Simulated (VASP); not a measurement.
# Re (Fm-3m) in VASP: notebook

The runs below take Re through single point, with r2SCAN, r2SCAN0.

Everything below comes from runs of VASP 6.6.1. Logs are shortened: lines on timing, memory, paths and dates and some standing lists are left out, and cuts for length are marked.

## (1) The cell of the first run

Symmetry: Fm-3m, No. 225, cubic system. The conventional cell has a = 3.893 Å, b = 3.893 Å, c = 3.893 Å, α = 90.00°, β = 90.00°, γ = 90.00°. Re (site symmetry m-3m) has 12 Re at 2.75 Å within 3.6 Å.

## (2) Single point, r2SCAN

POSCAR reads:

```
Re
1.0
    0.0000000000      1.9466573445      1.9466573445
    1.9466573445      0.0000000000      1.9466573445
    1.9466573445      1.9466573445      0.0000000000
Re
1
Direct
    0.0000000000      0.0000000000      0.0000000000
```

INCAR.step1 reads:

```
ALGO = Normal
EDIFF = 1E-4
ENCUT = 520
GGA = PE
ISMEAR = -1
LASPH = True
LCHARG = False
LREAL = False
LWAVE = True
NBANDS = 10
NELM = 80
PREC = Accurate
SIGMA = 0.1
```

INCAR.step2 reads:

```
ALGO = Normal
EDIFF = 1E-6
ENCUT = 520
ISIF = 2
ISMEAR = -1
ISTART = 1
LASPH = True
LCHARG = True
LELF = True
LMIXTAU = True
LREAL = False
LVHAR = True
LWAVE = False
METAGGA = R2SCAN
NBANDS = 10
NELM = 80
PREC = Accurate
SIGMA = 0.1
```

KPOINTS reads:

```
k-points
0
Gamma
  7 7 7
```

Potentials or basis: VASP PAW PBE potentials, release 64 (Re).

Run with:

```
$ cat potpaw_PBE.64/Re/POTCAR > POTCAR
$ cp INCAR.step1 INCAR
$ mpirun -np 1 vasp_std > vasp.out
$ cp INCAR.step2 INCAR
$ mpirun -np 1 vasp_std > vasp.out
```

OUTCAR:

```text
EDIFF = 1E-6
   ENCUT = 520
   ISIF = 2
   ISMEAR = -1
   ISTART = 1
   LASPH = True
   LREAL = False
   METAGGA = R2SCAN
   NELM = 80
   PREC = Accurate

 ion  position               nearest neighbor table
   1  0.000  0.000  0.000-

  LATTYP: Found a face centered cubic cell.
 ALAT       =     3.8933146890

  Lattice vectors:

 A1 = (   0.0000000000,   1.9466573445,   1.9466573445)
 A2 = (   1.9466573445,   0.0000000000,   1.9466573445)
 A3 = (   1.9466573445,   1.9466573445,   0.0000000000)

Analysis of symmetry for initial positions (statically):
=====================================================================
 Subroutine PRICEL returns:
 Original cell was already a primitive cell.

 Routine SETGRP: Setting up the symmetry group for a
 face centered cubic supercell.

 Subroutine GETGRP returns: Found 48 space group operations
 (whereof 48 operations were pure point group operations)
 out of a pool of 48 trial point group operations.

The static configuration has the point symmetry O_h .

Analysis of symmetry for dynamics (positions and initial velocities):
=====================================================================
 Subroutine PRICEL returns:
 Original cell was already a primitive cell.

 Routine SETGRP: Setting up the symmetry group for a
 face centered cubic supercell.

 Subroutine GETGRP returns: Found 48 space group operations
 (whereof 48 operations were pure point group operations)
 out of a pool of 48 trial point group operations.

The dynamic configuration has the point symmetry O_h .

 Subroutine INISYM returns: Found 48 space group operations
 (whereof 48 operations are pure point group operations),
 and found     1 'primitive' translations

----------------------------------------------------------------------------------------

                                     Primitive cell

  volume of cell :      14.7536

  direct lattice vectors                    reciprocal lattice vectors
     0.000000000  1.946657344  1.946657344    -0.256850545  0.256850545  0.256850545
     1.946657344  0.000000000  1.946657344     0.256850545 -0.256850545  0.256850545
     1.946657344  1.946657344  0.000000000     0.256850545  0.256850545 -0.256850545

  length of vectors
     2.752989218  2.752989218  2.752989218     0.444878194  0.444878194  0.444878194

  position of ions in fractional coordinates (direct lattice)
     0.000000000  0.000000000  0.000000000

  ion indices of the primitive-cell ions
   primitive index   ion index
                 1           1

----------------------------------------------------------------------------------------

 KPOINTS: k-points

Automatic generation of k-mesh.
 Grid dimensions read from file:
 generate k-points for:    7    7    7

 Generating k-lattice:

  Cartesian coordinates                     Fractional coordinates (reciprocal lattice)
    -0.036692935  0.036692935  0.036692935     0.142857143  0.000000000  0.000000000
     0.036692935 -0.036692935  0.036692935     0.000000000  0.142857143  0.000000000
     0.036692935  0.036692935 -0.036692935     0.000000000  0.000000000  0.142857143

  Length of vectors
     0.063554028  0.063554028  0.063554028

  Shift w.r.t. Gamma in fractional coordinates (k-lattice)
     0.000000000  0.000000000  0.000000000

 Subroutine IBZKPT returns following result:
 ===========================================

 Found     20 irreducible k-points:

 Following reciprocal coordinates:
            Coordinates               Weight
  0.000000  0.000000  0.000000      1.000000
  0.142857  0.000000  0.000000      8.000000
  0.285714  0.000000  0.000000      8.000000
  0.428571  0.000000  0.000000      8.000000
  0.142857  0.142857  0.000000      6.000000
  0.285714  0.142857  0.000000     24.000000
[... 12 lines left out ...]
 -0.428571  0.428571  0.142857     24.000000
 -0.285714  0.428571  0.142857     24.000000
   k-points           NKPTS =     20   k-points in BZ     NKDIM =     20   number of bands    NBANDS=     10
   number of dos      NEDOS =    301   number of ions     NIONS =      1
   total plane-waves  NPLWV =   8000
   dimension x,y,z NGX =    20 NGY =   20 NGZ =   20
   dimension x,y,z NGXF=    40 NGYF=   40 NGZF=   40
   ions per type =               1
   NGX,Y,Z   is equivalent  to a cutoff of  12.08, 12.08, 12.08 a.u.
   NGXF,Y,Z  is equivalent  to a cutoff of  24.15, 24.15, 24.15 a.u.
 SYSTEM =  unknown system
   PREC   = accura    normal or accurate (medium, high low for compatibility)
   ISTART =      1    job   : 0-new  1-cont  2-samecut
   ICHARG =      0    charge: 1-file 2-atom 10-const
   ISPIN  =      1    spin polarized calculation?
   LNONCOLLINEAR =      F non collinear calculations
   LSORBIT =      F    spin-orbit coupling
   LASPH  =      T    aspherical Exc in radial PAW
   ENCUT  =  520.0 eV  38.22 Ry    6.18 a.u.   5.12  5.12  5.12*2*pi/ulx,y,z
   NELM   =     80;   NELMIN=  2; NELMDL=  0     # of ELM steps
   EDIFF  = 0.1E-05   stopping-criterion for ELM
   LREAL  =      F    real-space projection
   EDIFFG = 0.1E-04   stopping-criterion for IOM
   NSW    =      0    number of steps for IOM
   IBRION =     -1    ionic relax: 0-MD 1-quasi-New 2-CG
   NFREE  =      0    steps in history (QN), initial steepest desc. (CG)
   ISIF   =      2    stress and relaxation
   ISYM   =      2    0-nonsym 1-usesym 2-fastsym
   POTIM  = 0.5000    time-step for ionic-motion
   TEBEG  =    0.0;   TEEND  =   0.0 temperature during run
   PSTRESS=    0.0 pullay stress
   NELECT =       7.0000    total number of electrons
   NUPDOWN=      -1.0000    fix difference up-down
   EMIN   =  10.00;   EMAX   =-10.00  energy-range for DOS
   EFERMI =   0.00;   METHOD = LEGACY
   ISMEAR =    -1;   SIGMA  =   0.10  broadening in eV -4-tet -1-fermi 0-gaus
   EFERMI_NEDOS =   21; number of points for ismear=-14 and -15
   IALGO  =     38    algorithm
   IMIX   =      4    mixing-type and parameters
     AMIX     =   0.40;   BMIX     =  1.00
     AMIX_MAG =   1.60;   BMIX_MAG =  1.00
  volume/ion in A,a.u.               =      14.75        99.56
  Fermi-wavevector in a.u.,A,eV,Ry     =   1.276854  2.412905 22.182351  1.630357
  Thomas-Fermi vector in A             =   2.409487
   LORBIT       =      0    0 simple, 1 ext, 2 COOP (PROOUT), +10 PAW based schemes
   METAGGA = R2SCAN    functional components
   LHFCALC =     F    Hartree Fock is set to
   AEXX    =    0.0000 exact exchange contribution
   IVDW    =     0    specifies the selected vdW correction
   LEPSILON=     F    determine dielectric tensor
   LRPA    =     F    only Hartree local field effects (RPA)
 non-spin polarized calculation
  energy-cutoff  :      520.00
  volume of cell :       14.75
 maximum number of plane-waves:       411
   NGX = 11   NGY = 11   NGZ = 11

 number of electron       7.0000001 magnetization

 Free energy of the ion-electron system (eV)
  ---------------------------------------------------
  ext. energy  EPLUGINS =         0.00000000
  ---------------------------------------------------
  free energy    TOTEN  =       -52.41816554 eV

  energy without entropy =      -52.38671577  energy(sigma->0) =      -52.40244065

 E-fermi :   8.0479     XC(G=0): -14.9767

 val. band max:        8.0205196429   @ k =   0.1429   0.1429   0.0000
 cond. band min:       8.4955395728   @ k =  -0.4286   0.4286   0.0000
 fundamental gap:      0.4750199299
 Fermi energy:         8.0479238366

 k-point     1 :       0.0000    0.0000    0.0000
  band No.  band energies     occupation
      1      -2.6788      2.00000
      2       5.9362      2.00000
      3       5.9362      2.00000
      4       5.9362      2.00000
      5       9.3184      0.00001
      6       9.3184      0.00001
      7      22.4458      0.00000
      8      28.5440      0.00000
      9      28.5440      0.00000
     10      28.5440      0.00000

 k-point     2 :       0.1429    0.0000    0.0000
  band No.  band energies     occupation
      1      -1.7362      2.00000
      2       5.3722      2.00000
      3       6.3170      2.00000
      4       6.3170      2.00000
      5       9.0724      0.00007
      6       9.0724      0.00007
      7      24.0658      0.00000
      8      25.5237      0.00000
      9      30.2680      0.00000
     10      30.2680      0.00000

 k-point     3 :       0.2857    0.0000    0.0000
  band No.  band energies     occupation
      1       0.1556      2.00000
      2       5.2005      2.00000
      3       6.3490      2.00000
      4       6.3490      2.00000
      5       9.8166      0.00000
      6       9.8166      0.00000
      7      21.7953      0.00000
      8      26.0124      0.00000
      9      33.5548      0.00000
     10      33.9829      0.00000

 k-point     4 :       0.4286    0.0000    0.0000
  band No.  band energies     occupation
      1       0.7382      2.00000
      2       5.8508      2.00000
      3       5.8508      2.00000
      4       7.4022      1.99687
      5      11.5572      0.00000
      6      11.5572      0.00000
      7      19.0751      0.00000
      8      22.4805      0.00000
      9      29.7497      0.00000
     10      29.7497      0.00000
[... 170 lines left out ...]
 k-point    18 :      -0.4286    0.2857    0.1429
  band No.  band energies     occupation
      1       2.7848      2.00000
      2       3.8681      2.00000
      3       5.0765      2.00000
      4       8.0013      1.22898
      5      11.0659      0.00000
      6      15.0065      0.00000
      7      18.8709      0.00000
      8      24.7441      0.00000
      9      25.8322      0.00000
     10      30.4406      0.00000

 k-point    19 :      -0.4286    0.4286    0.1429
  band No.  band energies     occupation
      1       1.9994      2.00000
      2       2.7595      2.00000
      3       6.5222      2.00000
      4       9.9033      0.00000
      5      11.9306      0.00000
      6      15.3140      0.00000
      7      19.8402      0.00000
      8      21.4531      0.00000
      9      24.5710      0.00000
     10      33.3916      0.00000

 k-point    20 :      -0.2857    0.4286    0.1429
  band No.  band energies     occupation
      1       2.7505      2.00000
      2       3.7563      2.00000
      3       5.2943      2.00000
      4       8.5266      0.01654
      5      11.9454      0.00000
      6      16.7676      0.00000
      7      19.2406      0.00000
      8      21.1140      0.00000
      9      24.7416      0.00000
     10      32.7709      0.00000

------------------------ aborting loop because EDIFF is reached ----------------------------------------

  FORCE on cell =-STRESS in cart. coord.  units (eV):
  Direction    XX          YY          ZZ          XY          YZ          ZX
  --------------------------------------------------------------------------------------
  -------------------------------------------------------------------------------------
  Total       -0.0413864     -0.0413864     -0.0413864      0.0000000     -0.0000000      0.0000000
  in kB       -4.4943821     -4.4943821     -4.4943821      0.0000000     -0.0000000      0.0000000
  external PRESSURE =      -4.4943821 kB  Pullay stress =       0.0000000 kB

 VOLUME and BASIS-vectors are now :
 -----------------------------------------------------------------------------
  energy-cutoff  :      520.00
  volume of cell :       14.75
      direct lattice vectors                 reciprocal lattice vectors
     0.000000000  1.946657344  1.946657344    -0.256850545  0.256850545  0.256850545
     1.946657344  0.000000000  1.946657344     0.256850545 -0.256850545  0.256850545
     1.946657344  1.946657344  0.000000000     0.256850545  0.256850545 -0.256850545

 POSITION                                       TOTAL-FORCE (eV/Angst)
 -----------------------------------------------------------------------------------
      0.00000      0.00000      0.00000        -0.000000     -0.000000      0.000000
 -----------------------------------------------------------------------------------
    total drift:                                0.000000      0.000000     -0.000000

  FREE ENERGIE OF THE ION-ELECTRON SYSTEM (eV)
  ---------------------------------------------------
  free  energy   TOTEN  =       -52.4181655391 eV

  energy  without entropy=      -52.3867157663  energy(sigma->0) =      -52.40244065
```

It took 10 s on 1 thread of Intel Xeon Platinum 8375C at 2.90GHz (Ice Lake), shared host; peak memory 0.13 GiB.

Results:

```yaml
Free_energy: -52.4182 eV
Pressure: -0.4 GPa
```

Caveat: the k points lie up to 0.40 Å⁻¹ apart; the PAW data sets were made with another functional, which shifts forces and pressure a little; spin-orbit coupling is left out, which moves the levels of the heavy elements.

## (3) Single point, r2SCAN0

POSCAR is that of step 2.

INCAR.step1 reads:

```
ALGO     = Normal         # electronic algorithm
EDIFF    = 1E-5           # SCF threshold, eV
ENCUT    = 520            # plane-wave cutoff, eV
GGA      = PE             # functional
ISIF     = 2              # what is computed and relaxed
ISMEAR   = -1             # smearing method
LASPH    = T              # aspherical terms in the spheres
LCHARG   = F              # write CHGCAR
LREAL    = F              # projectors in reciprocal space
LWAVE    = T              # write WAVECAR
NBANDS   = 10             # bands
NELM     = 60             # most SCF steps
PREC     = Accurate       # precision mode
SIGMA    = 0.1            # smearing width, eV
```

INCAR.step2 reads:

```
AEXX     = 0.25           # exact-exchange fraction
ALGO     = Normal         # electronic algorithm
EDIFF    = 1E-6           # SCF threshold, eV
ENCUT    = 520            # plane-wave cutoff, eV
ISIF     = 2              # what is computed and relaxed
ISMEAR   = -1             # smearing method
ISTART   = 1            
LASPH    = T              # aspherical terms in the spheres
LCHARG   = F              # write CHGCAR
LHFCALC  = T              # exact exchange
LMIXTAU  = T            
LREAL    = F              # projectors in reciprocal space
LWAVE    = F              # write WAVECAR
METAGGA  = R2SCAN         # meta-GGA
NBANDS   = 10             # bands
NELM     = 60             # most SCF steps
PREC     = Accurate       # precision mode
PRECFOCK = Normal       
SIGMA    = 0.1            # smearing width, eV
```

KPOINTS is that of step 2.

Potentials or basis: VASP PAW PBE potentials, release 64 (Re).

Run with:

```
$ cat potpaw_PBE.64/Re/POTCAR > POTCAR
$ cp INCAR.step1 INCAR
$ mpirun -np 1 vasp_std > vasp.out
$ cp INCAR.step2 INCAR
$ mpirun -np 1 vasp_std > vasp.out
```

It took 10 min on 1 thread of Intel Xeon Platinum 8375C at 2.90GHz (Ice Lake), shared host; peak memory 0.15 GiB.

It converged, with:

| Quantity | Value |
| --- | --- |
| Free energy | -46.0351 eV |
| Pressure | -13.8 GPa |

Levels at points of the mesh, in eV from the Fermi level:
| k point | band 2 | band 3 | band 4 | band 5 | band 6 | band 7 |
| --- | --- | --- | --- | --- | --- | --- |
| (0.00, 0.00, 0.00) | -2.94 | -2.94 | -2.94 | 2.14 | 2.14 | 15.66 |

Caveat: the k points lie up to 0.40 Å⁻¹ apart; the PAW data sets were made with another functional, which shifts forces and pressure a little; spin-orbit coupling is left out, which moves the levels of the heavy elements.
